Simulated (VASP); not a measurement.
# TaSi2 (P2) in VASP: single point with PBE

Aim: the single point of TaSi2 with PBE.

Program: VASP 6.6.1. These are calculated values, not measurements. Logs are shortened: lines on timing, memory, paths and dates and some standing lists are left out, and cuts for length are marked.

## Step 1: The cell of the first run

It takes space group P2 (No. 3, monoclinic). The conventional cell has a = 4.806 Å, b = 6.600 Å, c = 4.806 Å, α = 90.00°, β = 120.00°, γ = 90.00°. Within 3.2 Å of Ta (site symmetry 2) lie 10 Si at 2.44 to 2.85 Å and 2 Ta at 3.12 Å. Ta (site symmetry 2) has 10 Si at 2.62 to 2.84 Å and 4 Ta at 3.12 to 3.26 Å within 3.5 Å. Ta (site symmetry 2) has 10 Si at 2.62 to 2.84 Å and 4 Ta at 3.26 to 3.41 Å within 3.5 Å. Within 3.4 Å of Si (site symmetry 1) lie 9 Si at 2.57 to 3.34 Å and 5 Ta at 2.62 to 2.85 Å. Si (site symmetry 1) has 5 Ta at 2.44 to 2.84 Å and 7 Si at 2.57 to 3.18 Å within 3.2 Å. Si (site symmetry 1) has 9 Si at 2.57 to 3.34 Å and 5 Ta at 2.62 to 2.84 Å within 3.4 Å.

## Step 2: Single point, PBE (atom 1 (Ta) moved by +0.000 Å along [1 0 0] and -0.216 Å along [0 0 1])

File INCAR:

```
SYSTEM = TaSi2
PREC = Accurate
ENCUT = 520
EDIFF = 1E-6
ISMEAR = 0
SIGMA = 0.15
LREAL = .False.
LASPH = .True.
NELM = 80
ALGO = Normal
ISIF = 2
LWAVE = .False.
LCHARG = .False.
GGA = PE
NBANDS = 38
```

File KPOINTS:

```
regular mesh
0
Gamma
  9 9 6
  0 0 0
```

File POSCAR:

```
TaSi2
1.0
    4.8060235202      0.0000000000      0.0000000000
   -2.4030117601      4.1621384597      0.0000000000
    0.0000000000      0.0000000000      6.5995345254
Ta Si
3 6
Direct
    0.5000000000      0.0000000000     -0.0327295810
    0.5000000000      0.5000000000      0.6666666667
    0.0000000000      0.5000000000      0.3333333333
    0.1589152396      0.3178304793      0.0000000000
    0.8410847604      0.1589152396      0.6666666667
    0.6821695207      0.8410847604      0.3333333333
    0.8410847604      0.6821695207      0.0000000000
    0.1589152396      0.8410847604      0.6666666667
    0.3178304793      0.1589152396      0.3333333333
```

Potentials or basis: VASP PAW PBE potentials, release 64 (Ta_pv, Si).

The run is started by

```bash
$ cat potpaw_PBE.64/Ta_pv/POTCAR potpaw_PBE.64/Si/POTCAR > POTCAR
$ mpirun -np 1 vasp_std > vasp.out
```

OUTCAR:

```text
SYSTEM = TaSi2
   PREC = Accurate
   ENCUT = 520
   EDIFF = 1E-6
   ISMEAR = 0
   LREAL = .False.
   LASPH = .True.
   NELM = 80
   ISIF = 2
   GGA = PE

 ion  position               nearest neighbor table
   1  0.500  0.000  0.967-   5 2.44   8 2.44   4 2.75   7 2.75   4 2.75   7 2.75   9 2.80   6 2.80
                             4 2.85   7 2.85   2 3.12   2 3.12   3 3.41   3 3.41
   2  0.500  0.500  0.667-   4 2.62   7 2.62   6 2.62   9 2.62   8 2.74   5 2.74   8 2.74   5 2.74
                             8 2.84   5 2.84   1 3.12   1 3.12   3 3.26   3 3.26
   3  0.000  0.500  0.333-   4 2.62   7 2.62   5 2.62   8 2.62   9 2.74   6 2.74   9 2.74   6 2.74
                             6 2.84   9 2.84   2 3.26   2 3.26   1 3.41   1 3.41
   4  0.159  0.318  0.000-   5 2.57   9 2.57   3 2.62   2 2.62   7 2.65   1 2.75   1 2.75   7 2.84
                             7 2.84   1 2.85
   5  0.841  0.159  0.667-   1 2.44   4 2.57   6 2.57   3 2.62   8 2.65   2 2.74   2 2.74   2 2.84
                             8 2.84   8 2.84
   6  0.682  0.841  0.333-   7 2.57   5 2.57   2 2.62   9 2.65   3 2.74   3 2.74   1 2.80   3 2.84
                             9 2.84   9 2.84
   7  0.841  0.682  0.000-   8 2.57   6 2.57   3 2.62   2 2.62   4 2.65   1 2.75   1 2.75   4 2.84
                             4 2.84   1 2.85
   8  0.159  0.841  0.667-   1 2.44   7 2.57   9 2.57   3 2.62   5 2.65   2 2.74   2 2.74   2 2.84
                             5 2.84   5 2.84
   9  0.318  0.159  0.333-   4 2.57   8 2.57   2 2.62   6 2.65   3 2.74   3 2.74   1 2.80   3 2.84
                             6 2.84   6 2.84

  LATTYP: Found a hexagonal cell.
 ALAT       =     4.8060235202
 C/A-ratio  =     1.3731798227

  Lattice vectors:

 A1 = (   4.8060235202,   0.0000000000,   0.0000000000)
 A2 = (  -2.4030117601,   4.1621384597,   0.0000000000)
 A3 = (   0.0000000000,   0.0000000000,   6.5995345254)

Analysis of symmetry for initial positions (statically):
=====================================================================
 Subroutine PRICEL returns:
 Original cell was already a primitive cell.

 Routine SETGRP: Setting up the symmetry group for a
 hexagonal supercell.

 Subroutine GETGRP returns: Found  2 space group operations
 (whereof  2 operations were pure point group operations)
 out of a pool of 24 trial point group operations.

The static configuration has the point symmetry C_2 .

Analysis of symmetry for dynamics (positions and initial velocities):
=====================================================================
 Subroutine PRICEL returns:
 Original cell was already a primitive cell.

 Routine SETGRP: Setting up the symmetry group for a
 hexagonal supercell.

[... 129 lines left out ...]
   NELECT =      57.0000    total number of electrons
   NUPDOWN=      -1.0000    fix difference up-down
   EMIN   =  10.00;   EMAX   =-10.00  energy-range for DOS
   EFERMI =   0.00;   METHOD = LEGACY
   ISMEAR =     0;   SIGMA  =   0.15  broadening in eV -4-tet -1-fermi 0-gaus
   EFERMI_NEDOS =   21; number of points for ismear=-14 and -15
   IALGO  =     38    algorithm
   IMIX   =      4    mixing-type and parameters
     AMIX     =   0.40;   BMIX     =  1.00
     AMIX_MAG =   1.60;   BMIX_MAG =  1.00
  volume/ion in A,a.u.               =      14.67        98.99
  Fermi-wavevector in a.u.,A,eV,Ry     =   1.237356  2.338263 20.831186  1.531049
  Thomas-Fermi vector in A             =   2.371926
   LORBIT       =      0    0 simple, 1 ext, 2 COOP (PROOUT), +10 PAW based schemes
   GGA     = PE    functional components
   LHFCALC =     F    Hartree Fock is set to
   AEXX    =    0.0000 exact exchange contribution
   IVDW    =     0    specifies the selected vdW correction
   LEPSILON=     F    determine dielectric tensor
   LRPA    =     F    only Hartree local field effects (RPA)
 non-spin polarized calculation
 Gauss-broadening in eV      SIGMA  =   0.15
  energy-cutoff  :      520.00
  volume of cell :      132.01
 maximum number of plane-waves:      3577
   NGX = 17   NGY = 17   NGZ = 25

 number of electron      57.0000008 magnetization

 Free energy of the ion-electron system (eV)
  ---------------------------------------------------
  ext. energy  EPLUGINS =         0.00000000
  ---------------------------------------------------
  free energy    TOTEN  =       -71.85527588 eV

  energy without entropy =      -71.81292544  energy(sigma->0) =      -71.83410066

 E-fermi :   9.2039     XC(G=0): -12.0074

 val. band max:        9.2012828315   @ k =  -0.4444   0.3333   0.0000
 cond. band min:       9.2058783163   @ k =  -0.3333   0.3333   0.3333
 fundamental gap:      0.0045954848
 Fermi energy:         9.2039038926

 k-point     1 :       0.0000    0.0000    0.0000
  band No.  band energies     occupation
      1     -25.2026      2.00000
      2     -25.2012      2.00000
      3     -25.1619      2.00000
      4     -25.1350      2.00000
      5     -25.1073      2.00000
      6     -25.0399      2.00000
[... 973 lines left out ...]
     37      12.9219      0.00000
     38      13.0322      0.00000

 [... further k-points ...]

------------------------ aborting loop because EDIFF is reached ----------------------------------------

  FORCE on cell =-STRESS in cart. coord.  units (eV):
  Direction    XX          YY          ZZ          XY          YZ          ZX
  --------------------------------------------------------------------------------------
  -------------------------------------------------------------------------------------
  Total        0.8816797      0.2464077      2.8666173      1.3123641      0.0000000      0.0000000
  in kB       10.7005403      2.9905362     34.7908127     15.9275588      0.0000000      0.0000000
  external PRESSURE =      16.1606297 kB  Pullay stress =       0.0000000 kB

 VOLUME and BASIS-vectors are now :
 -----------------------------------------------------------------------------
  energy-cutoff  :      520.00
  volume of cell :      132.01
      direct lattice vectors                 reciprocal lattice vectors
     4.806023520  0.000000000  0.000000000     0.208072223  0.120130554  0.000000000
    -2.403011760  4.162138460  0.000000000     0.000000000  0.240261108  0.000000000
     0.000000000  0.000000000  6.599534525     0.000000000  0.000000000  0.151525838

 POSITION                                       TOTAL-FORCE (eV/Angst)
 -----------------------------------------------------------------------------------
      2.40301      0.00000      6.38353         0.000000     -0.000000      3.972870
      1.20151      2.08107      4.39969         0.000000     -0.000000     -0.344602
     -1.20151      2.08107      2.19984         0.000000     -0.000000     -0.369223
     -0.00000      1.32285      0.00000        -0.115117     -0.008578     -0.170535
      3.66040      0.66143      4.39969         0.646817      0.413079     -1.029390
      1.25739      3.50071      2.19984        -0.330417      0.170635     -0.429597
      2.40301      2.83928      0.00000         0.115117      0.008578     -0.170535
     -1.25739      3.50071      4.39969        -0.646817     -0.413079     -1.029390
      1.14563      0.66143      2.19984         0.330417     -0.170635     -0.429597
 -----------------------------------------------------------------------------------
    total drift:                               -0.000000      0.000000      0.000195

  FREE ENERGIE OF THE ION-ELECTRON SYSTEM (eV)
  ---------------------------------------------------
  free  energy   TOTEN  =       -71.8552758814 eV

  energy  without entropy=      -71.8129254356  energy(sigma->0) =      -71.83410066
```

It took 7.5 min on 1 thread of Intel Xeon Platinum 8488C (Sapphire Rapids), shared host; peak memory 0.69 GiB.

Results:

* Free energy: -71.8553 eV
* Pressure: 1.6 GPa
* Largest force: 3.973 eV/Å
* Band gap on the k mesh: zero (an odd number of electrons rules out a gap without spin polarisation)

Forces on the atoms (eV/Å):
```
Ta   0.000  0.000  3.973
Ta   0.000  0.000 -0.345
Ta   0.000  0.000 -0.369
Si  -0.115 -0.009 -0.171
Si   0.647  0.413 -1.029
Si  -0.330  0.171 -0.430
Si   0.115  0.009 -0.171
Si  -0.647 -0.413 -1.029
Si   0.330 -0.171 -0.430
```

Stress tensor (GPa, compression positive):
```
1.07 1.59 0.00
1.59 0.30 0.00
0.00 0.00 3.48
```

Caveat: the cell differs from its parent crystal (atom 1 (Ta) moved by +0.000 Å along [1 0 0] and -0.216 Å along [0 0 1]); spin-orbit coupling is left out, which moves the levels of the heavy elements; an odd number of electrons without spin polarisation forces a metal; a magnetic or distorted state may lie lower.
